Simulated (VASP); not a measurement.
# Bi (Pmma) in VASP: single point with PBE

Aim: the single point of Bi with PBE.

All numbers are computed with VASP 6.6.1; they aren't measurements. Logs are shortened: lines on timing, memory, paths and dates and some standing lists are left out, and cuts for length are marked.

**1. The cell of the first run**

It takes space group Pmma (No. 51, orthorhombic). Conventional cell: a = 6.613 Å, b = 3.299 Å, c = 3.309 Å, α = 90.00°, β = 90.00°, γ = 90.00°. Within 4.3 Å of Bi (site symmetry mm2) lie 6 Bi at 3.30 to 3.31 Å.

**2. Single point, PBE (36.09 Å³/atom)**

File INCAR:

```
SYSTEM = Bi
  PREC = Accurate
  ENCUT = 520
  EDIFF = 1E-7
  ISMEAR = 0
  SIGMA = 0.1
  LREAL = .False.
  LASPH = .True.
  NELM = 80
  ALGO = Fast
  ISIF = 2
  LWAVE = .False.
  LCHARG = .True.
  GGA = PE
  LELF = .True.
  LVHAR = .True.
  NBANDS = 22
```

File KPOINTS:

```
regular mesh
0
Gamma
  10 18 16
  0 0 0
```

File POSCAR:

```
Bi
1.0
    6.6128263443      0.0000000000      0.0000000000
    0.0000000000      3.2986569738      0.0000000000
    0.0000000000      0.0000000000      3.3088021411
Bi
2
Direct
    0.2500000000      0.0000000000      0.4828248520
    0.7500000000      0.0000000000      0.5171751480
```

Potentials or basis: VASP PAW PBE potentials, release 64 (Bi_d).

The run is started by

```bash
> cat potpaw_PBE.64/Bi_d/POTCAR > POTCAR
> mpirun -np 1 vasp_std > vasp.out
```

OUTCAR:

```text
SYSTEM = Bi
   PREC = Accurate
   ENCUT = 520
   EDIFF = 1E-7
   ISMEAR = 0
   LREAL = .False.
   LASPH = .True.
   NELM = 80
   ISIF = 2
   GGA = PE

 ion  position               nearest neighbor table
   1  0.250  0.000  0.483-   2 3.31   2 3.31
   2  0.750  0.000  0.517-   1 3.31   1 3.31

  LATTYP: Found a simple orthorhombic cell.
 ALAT       =     3.2986569738
 B/A-ratio  =     1.0030755448
 C/A-ratio  =     2.0047026401

  Lattice vectors:

 A1 = (   0.0000000000,   3.2986569738,   0.0000000000)
 A2 = (   0.0000000000,   0.0000000000,   3.3088021411)
 A3 = (   6.6128263443,   0.0000000000,   0.0000000000)

Analysis of symmetry for initial positions (statically):
=====================================================================
 Subroutine PRICEL returns:
 Original cell was already a primitive cell.

 Routine SETGRP: Setting up the symmetry group for a
 simple orthorhombic supercell.

 Subroutine GETGRP returns: Found  8 space group operations
 (whereof  4 operations were pure point group operations)
 out of a pool of  8 trial point group operations.

The static configuration has the point symmetry C_2h.
 The point group associated with its full space group is D_2h.

Analysis of symmetry for dynamics (positions and initial velocities):
=====================================================================
 Subroutine PRICEL returns:
 Original cell was already a primitive cell.

 Routine SETGRP: Setting up the symmetry group for a
 simple orthorhombic supercell.

 Subroutine GETGRP returns: Found  8 space group operations
 (whereof  4 operations were pure point group operations)
 out of a pool of  8 trial point group operations.

The dynamic configuration has the point symmetry C_2h.
 The point group associated with its full space group is D_2h.

 Subroutine INISYM returns: Found  8 space group operations
 (whereof  4 operations are pure point group operations),
 and found     1 'primitive' translations

----------------------------------------------------------------------------------------

                                     Primitive cell

  volume of cell :      72.1764

  direct lattice vectors                    reciprocal lattice vectors
     6.612826344  0.000000000  0.000000000     0.151221270  0.000000000  0.000000000
     0.000000000  3.298656974  0.000000000     0.000000000  0.303153680  0.000000000
     0.000000000  0.000000000  3.308802141     0.000000000  0.000000000  0.302224176

  length of vectors
     6.612826344  3.298656974  3.308802141     0.151221270  0.303153680  0.302224176

  position of ions in fractional coordinates (direct lattice)
     0.250000000  0.000000000  0.482824852
     0.750000000  0.000000000  0.517175148

  ion indices of the primitive-cell ions
   primitive index   ion index
                 1           1
                 2           2

----------------------------------------------------------------------------------------

 KPOINTS: regular mesh

Automatic generation of k-mesh.
 Grid dimensions read from file:
 generate k-points for:   10   18   16

 Generating k-lattice:

  Cartesian coordinates                     Fractional coordinates (reciprocal lattice)
     0.015122127  0.000000000  0.000000000     0.100000000  0.000000000  0.000000000
     0.000000000  0.016841871  0.000000000     0.000000000  0.055555556  0.000000000
     0.000000000  0.000000000  0.018889011     0.000000000  0.000000000  0.062500000

  Length of vectors
     0.015122127  0.016841871  0.018889011

  Shift w.r.t. Gamma in fractional coordinates (k-lattice)
     0.000000000  0.000000000  0.000000000

 Subroutine IBZKPT returns following result:
 ===========================================

 Found    540 irreducible k-points:

 Following reciprocal coordinates:
            Coordinates               Weight
  0.000000  0.000000  0.000000      1.000000
  0.100000  0.000000  0.000000      2.000000
  0.200000  0.000000  0.000000      2.000000
  0.300000  0.000000  0.000000      2.000000
  0.400000  0.000000  0.000000      2.000000
  0.500000  0.000000  0.000000      1.000000
[... 16 lines left out ...]
  0.400000  0.166667  0.000000      4.000000
  0.500000  0.166667  0.000000      2.000000
 [... further k-points ...]
   k-points           NKPTS =    540   k-points in BZ     NKDIM =    540   number of bands    NBANDS=     22
   number of dos      NEDOS =    301   number of ions     NIONS =      2
   total plane-waves  NPLWV =  39200
   dimension x,y,z NGX =    50 NGY =   28 NGZ =   28
   dimension x,y,z NGXF=   100 NGYF=   56 NGZF=   56
   ions per type =               2
   NGX,Y,Z   is equivalent  to a cutoff of  12.57, 14.11, 14.07 a.u.
   NGXF,Y,Z  is equivalent  to a cutoff of  25.14, 28.22, 28.14 a.u.
 SYSTEM =  Bi
   PREC   = accura    normal or accurate (medium, high low for compatibility)
   ISTART =      0    job   : 0-new  1-cont  2-samecut
   ICHARG =      2    charge: 1-file 2-atom 10-const
   ISPIN  =      1    spin polarized calculation?
   LNONCOLLINEAR =      F non collinear calculations
   LSORBIT =      F    spin-orbit coupling
   LASPH  =      T    aspherical Exc in radial PAW
   ENCUT  =  520.0 eV  38.22 Ry    6.18 a.u.  12.30  6.13  6.15*2*pi/ulx,y,z
   NELM   =     80;   NELMIN=  2; NELMDL= -5     # of ELM steps
   EDIFF  = 0.1E-06   stopping-criterion for ELM
   LREAL  =      F    real-space projection
   EDIFFG = 0.1E-05   stopping-criterion for IOM
   NSW    =      0    number of steps for IOM
   IBRION =     -1    ionic relax: 0-MD 1-quasi-New 2-CG
   NFREE  =      0    steps in history (QN), initial steepest desc. (CG)
   ISIF   =      2    stress and relaxation
   ISYM   =      2    0-nonsym 1-usesym 2-fastsym
   POTIM  = 0.5000    time-step for ionic-motion
   TEBEG  =    0.0;   TEEND  =   0.0 temperature during run
   PSTRESS=    0.0 pullay stress
   NELECT =      30.0000    total number of electrons
   NUPDOWN=      -1.0000    fix difference up-down
   EMIN   =  10.00;   EMAX   =-10.00  energy-range for DOS
   EFERMI =   0.00;   METHOD = LEGACY
   ISMEAR =     0;   SIGMA  =   0.10  broadening in eV -4-tet -1-fermi 0-gaus
   EFERMI_NEDOS =   21; number of points for ismear=-14 and -15
   IALGO  =     68    algorithm
   IMIX   =      4    mixing-type and parameters
     AMIX     =   0.40;   BMIX     =  1.00
     AMIX_MAG =   1.60;   BMIX_MAG =  1.00
  volume/ion in A,a.u.               =      36.09       243.54
  Fermi-wavevector in a.u.,A,eV,Ry     =   1.221753  2.308779 20.309163  1.492681
  Thomas-Fermi vector in A             =   2.356925
   LORBIT       =      0    0 simple, 1 ext, 2 COOP (PROOUT), +10 PAW based schemes
   GGA     = PE    functional components
   LHFCALC =     F    Hartree Fock is set to
   AEXX    =    0.0000 exact exchange contribution
   IVDW    =     0    specifies the selected vdW correction
   LEPSILON=     F    determine dielectric tensor
   LRPA    =     F    only Hartree local field effects (RPA)
 non-spin polarized calculation
 RMM-DIIS sequential band-by-band and
 Gauss-broadening in eV      SIGMA  =   0.10
  energy-cutoff  :      520.00
  volume of cell :       72.18
 maximum number of plane-waves:      1976
 NGX is ok and might be reduce to    50
   NGX = 25   NGY = 13   NGZ = 13

 number of electron      30.0000005 magnetization

 Free energy of the ion-electron system (eV)
  ---------------------------------------------------
  ext. energy  EPLUGINS =         0.00000000
  ---------------------------------------------------
  free energy    TOTEN  =        -7.68151064 eV

  energy without entropy =       -7.67561966  energy(sigma->0) =       -7.67856515

 E-fermi :   6.0045     XC(G=0):  -9.4589

 val. band max:        6.0004843840   @ k =   0.4000   0.2222   0.0000
 cond. band min:       6.0155981321   @ k =   0.5000   0.2222   0.3125
 fundamental gap:      0.0151137481
 Fermi energy:         6.0044783623

 k-point     1 :       0.0000    0.0000    0.0000
  band No.  band energies     occupation
      1     -16.8634      2.00000
      2     -16.8595      2.00000
      3     -16.8521      2.00000
      4     -16.6587      2.00000
      5     -16.6567      2.00000
      6     -16.6308      2.00000
[... 14 lines left out ...]
     21      13.7391      0.00000
     22      15.6273      0.00000

 k-point     2 :       0.1000    0.0000    0.0000
  band No.  band energies     occupation
      1     -16.8629      2.00000
      2     -16.8541      2.00000
      3     -16.8524      2.00000
      4     -16.6570      2.00000
      5     -16.6550      2.00000
      6     -16.6366      2.00000
[... 14 lines left out ...]
     21      14.0444      0.00000
     22      15.0056      0.00000

 k-point     3 :       0.2000    0.0000    0.0000
  band No.  band energies     occupation
      1     -16.8621      2.00000
      2     -16.8532      2.00000
      3     -16.8380      2.00000
      4     -16.6532      2.00000
      5     -16.6520      2.00000
      6     -16.6501      2.00000
[... 14 lines left out ...]
     21      14.4927      0.00000
     22      14.9840      0.00000

 k-point     4 :       0.3000    0.0000    0.0000
  band No.  band energies     occupation
      1     -16.8609      2.00000
      2     -16.8544      2.00000
      3     -16.8129      2.00000
      4     -16.6788      2.00000
      5     -16.6444      2.00000
      6     -16.6425      2.00000
[... 14 lines left out ...]
     21      14.0479      0.00000
     22      14.9350      0.00000

 k-point     5 :       0.4000    0.0000    0.0000
  band No.  band energies     occupation
      1     -16.8593      2.00000
      2     -16.8559      2.00000
      3     -16.7812      2.00000
      4     -16.7107      2.00000
      5     -16.6347      2.00000
      6     -16.6329      2.00000
[... 417 lines left out ...]
 k-point    22 :       0.3000    0.1667    0.0000
  band No.  band energies     occupation
      1     -16.8318      2.00000
      2     -16.8142      2.00000
      3     -16.7793      2.00000
      4     -16.6645      2.00000
      5     -16.6547      2.00000
      6     -16.6426      2.00000
[... 14 lines left out ...]
     21      14.8583      0.00000
     22      16.2137      0.00000

 k-point    23 :       0.4000    0.1667    0.0000
  band No.  band energies     occupation
      1     -16.8244      2.00000
      2     -16.8165      2.00000
      3     -16.7532      2.00000
      4     -16.6863      2.00000
      5     -16.6541      2.00000
      6     -16.6330      2.00000
[... 14 lines left out ...]
     21      14.9468      0.00000
     22      16.2299      0.00000

 k-point    24 :       0.5000    0.1667    0.0000
  band No.  band energies     occupation
      1     -16.8197      2.00000
      2     -16.8197      2.00000
      3     -16.7205      2.00000
      4     -16.7205      2.00000
      5     -16.6427      2.00000
      6     -16.6427      2.00000
[... 14 lines left out ...]
     21      15.5978      0.00000
     22      15.5978      0.00000

 [... further k-points ...]

------------------------ aborting loop because EDIFF is reached ----------------------------------------

  FORCE on cell =-STRESS in cart. coord.  units (eV):
  Direction    XX          YY          ZZ          XY          YZ          ZX
  --------------------------------------------------------------------------------------
  -------------------------------------------------------------------------------------
  Total       -0.5779914     -0.5426201     -0.5153311      0.0000000      0.0000000      0.0000000
  in kB      -12.8303019    -12.0451267    -11.4393634      0.0000000      0.0000000      0.0000000
  external PRESSURE =     -12.1049307 kB  Pullay stress =       0.0000000 kB

 VOLUME and BASIS-vectors are now :
 -----------------------------------------------------------------------------
  energy-cutoff  :      520.00
  volume of cell :       72.18
      direct lattice vectors                 reciprocal lattice vectors
     6.612826344  0.000000000  0.000000000     0.151221270  0.000000000  0.000000000
     0.000000000  3.298656974  0.000000000     0.000000000  0.303153680  0.000000000
     0.000000000  0.000000000  3.308802141     0.000000000  0.000000000  0.302224176

 POSITION                                       TOTAL-FORCE (eV/Angst)
 -----------------------------------------------------------------------------------
      1.65321      0.00000      1.59757        -0.000000      0.000000      0.000659
      4.95962      0.00000      1.71123         0.000000      0.000000     -0.000659
 -----------------------------------------------------------------------------------
    total drift:                                0.000000      0.000000      0.000000

  FREE ENERGIE OF THE ION-ELECTRON SYSTEM (eV)
  ---------------------------------------------------
  free  energy   TOTEN  =        -7.6815106437 eV

  energy  without entropy=       -7.6756196566  energy(sigma->0) =       -7.67856515
```

It took 12 min on 1 thread of AMD EPYC 7R13 (Zen 3), shared host; peak memory 0.68 GiB.

Results:

```yaml
Free_energy: -7.6815 eV
Pressure: -1.2 GPa
Band_gap_on_the_k_mesh: zero (bands 15 and 16 overlap by 5.94 eV)
```

Levels at points of the mesh, in eV from the Fermi level:
```
           k point  band 13  band 14  band 15  band 16  band 17  band 18
(0.00, 0.00, 0.00)    -4.64     3.03     3.03     3.09     4.70     4.81
(0.50, 0.00, 0.00)    -1.68    -1.68     3.75     3.75     3.83     3.83
(0.00, 0.50, 0.00)    -4.65    -2.90    -2.87     2.88     4.77     4.77
(0.50, 0.50, 0.00)    -3.93    -3.93     0.16     0.16     5.43     5.43
(0.00, 0.00, 0.50)    -4.64    -2.90    -2.89     2.81     4.81     4.81
(0.50, 0.00, 0.50)    -3.93    -3.93     0.15     0.15     5.42     5.42
(0.00, 0.50, 0.50)    -2.91    -2.87    -1.28    -1.24    -1.23     2.88
(0.50, 0.50, 0.50)    -2.21    -2.21    -2.19    -2.19     1.92     1.92
```

Caveat: spin-orbit coupling is left out, which moves the levels of the heavy elements.
